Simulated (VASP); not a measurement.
A run of VASP 6.6.1 is set up as follows.

Contents of INCAR:

```
SYSTEM = P
ALGO = Normal
EDIFF = 1E-6
EDIFFG = -0.005
ENCUT = 600
GGA = PE
IBRION = 2
ISIF = 3
ISMEAR = -1
LASPH = .True.
LCHARG = .False.
LREAL = .False.
LWAVE = .False.
NELM = 60
NSW = 32
PREC = Accurate
PSTRESS = 4500.0
SIGMA = 0.08
```

The input KPOINTS:

```
k-points
0
Gamma
  21 21 12
  0 0 0
```

The input POSCAR:

```
P
1.0
    2.0345237298      0.0000000000      0.0000000000
   -1.0172618649      1.7619492346      0.0000000000
    0.0000000000      0.0000000000      3.3511392170
P
2
Direct
    0.3333333333      0.6666666667      0.2500000000
    0.6666666667      0.3333333333      0.7500000000
```

Potentials or basis: VASP PAW PBE potentials, release 64 (P).

Launch:

```sh
$ cat potpaw_PBE.64/P/POTCAR > POTCAR
$ mpirun -np 1 vasp_std > vasp.out
```

(1) Predict the relaxed cell.

(2) Estimate the relaxed volume.

(3) Predict the band gap on the k mesh.

(4) Predict the space group after relaxing (to 0.05 Å).

Answers

(1) a = 2.030 Å, b = 2.030 Å, c = 3.346 Å, α = 90.00°, β = 90.00°, γ = 120.00°.

(2) 5.97 Å³/atom.

(3) zero (band 5 reaches 40.60 eV, above the bottom of band 6 at 19.09 eV).

(4) P6_3/mmc (No. 194).

Caveat: the cell is relaxed towards a set pressure, so the enthalpy falls and the energy may rise.
